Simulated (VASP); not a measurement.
Wanted: the native input for a VASP 6.6.1 run.

```
Task                   : single point
Functional             : r2SCAN
Potentials or basis    : VASP PAW PBE potentials, release 64 (Al)
Cutoff                 : 520 eV
k mesh                 : 6 × 7 × 6
Occupations            : fermi-dirac, width 0.05 eV
Spin                   : no spin polarisation
Dipole correction      : no
Further INCAR settings : ALGO = Normal; EDIFF = 1e-06; NBANDS = 8
```

Crystal: Al.

```
Al
1.0
    -0.02046    1.97065    2.04383
     2.00266    0.00997    2.01341
     2.05929    1.99687   -0.04667
Al
1
Direct
  0.00000 0.00000 0.00000
```

One way to write it, as run:

POSCAR

```
Al
1.0
   -0.0204552100      1.9706540500      2.0438328400
    2.0026569100      0.0099662700      2.0134113600
    2.0592944800      1.9968701300     -0.0466712900
Al
1
Direct
    0.0000000000      0.0000000000      0.0000000000
```

INCAR.step1

```
SYSTEM = Al
PREC = Accurate
ENCUT = 520
ISMEAR = -1
SIGMA = 0.05
LREAL = .FALSE.
LASPH = .TRUE.
NELM = 80
NBANDS = 8
GGA = PE
ALGO = Normal
EDIFF = 1E-4
LWAVE = .TRUE.
LCHARG = .FALSE.
```

INCAR.step2

```
SYSTEM = Al
PREC = Accurate
ENCUT = 520
EDIFF = 1E-6
ISMEAR = -1
SIGMA = 0.05
LREAL = .FALSE.
LASPH = .TRUE.
NELM = 80
ALGO = Normal
ISIF = 2
LWAVE = .FALSE.
LCHARG = .FALSE.
METAGGA = R2SCAN
LMIXTAU = .TRUE.
NBANDS = 8
ISTART = 1
```

KPOINTS

```
regular mesh
0
G
  6 7 6
  0 0 0
```

Potentials or basis: VASP PAW PBE potentials, release 64 (Al).

Command:

```console
$ cat potpaw_PBE.64/Al/POTCAR > POTCAR
$ cp INCAR.step1 INCAR
$ mpirun -np 1 vasp_std > vasp.out
$ cp INCAR.step2 INCAR
$ mpirun -np 1 vasp_std > vasp.out
```

It gave:

```json
{"Pressure": "-3.8 GPa", "Band gap on the k mesh": "zero (an odd number of electrons rules out a gap without spin polarisation)"}
```

Caveat: the k points lie up to 0.45 Å⁻¹ apart, too coarse for converged energies and pressures of a metal; the PAW data sets were made with another functional, which shifts forces and pressure a little.

Wall time 81 s on 1 thread of AMD EPYC 7R43 64-Core Processor (Zen 3) (shared host), peak memory 0.11 GiB.
